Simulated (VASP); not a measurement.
Here is a VASP 6.6.1 calculation.

The input INCAR:

```
ALGO     = Normal         # electronic algorithm
EDIFF    = 1E-6           # SCF threshold, eV
EDIFFG   = -0.01          # ionic threshold
ENCUT    = 600            # plane-wave cutoff, eV
GGA      = PE             # functional
IBRION   = 2              # ionic algorithm
ISIF     = 3              # what is computed and relaxed
ISMEAR   = 0              # smearing method
LASPH    = T              # aspherical terms in the spheres
LCHARG   = F              # write CHGCAR
LREAL    = F              # projectors in reciprocal space
LWAVE    = F              # write WAVECAR
NELM     = 100            # most SCF steps
NSW      = 60             # ionic steps
PREC     = Accurate       # precision mode
SIGMA    = 0.01           # smearing width, eV
```

Contents of KPOINTS:

```
k-points
0
Gamma
  6 6 5
```

The input POSCAR:

```
SrCl2
1.0
    4.3900000000      0.0000000000      0.0000000000
   -2.1950000000      3.8018515226      0.0000000000
    0.0000000000      0.0000000000      4.8290000000
Sr Cl
1 2
Direct
    0.0000000000      0.0000000000      0.0000000000
    0.3333333333      0.6666666667      0.5000000000
    0.6666666667      0.3333333333      0.5000000000
```

Potentials or basis: VASP PAW PBE potentials, release 64 (Sr_sv, Cl).

Launch:

```sh
$ cat potpaw_PBE.64/Sr_sv/POTCAR potpaw_PBE.64/Cl/POTCAR > POTCAR
$ mpirun -np 1 vasp_std > vasp.out
```

(1) Estimate the relaxed cell.

(2) Predict the band gap on the k mesh.

(3) Predict the relaxed volume.

Answers

(1) a = 5.017 Å, b = 5.017 Å, c = 3.656 Å, α = 90.00°, β = 90.00°, γ = 120.00°.

(2) 1.36 eV, indirect (least direct gap 2.04 eV).

(3) 26.57 Å³/atom.
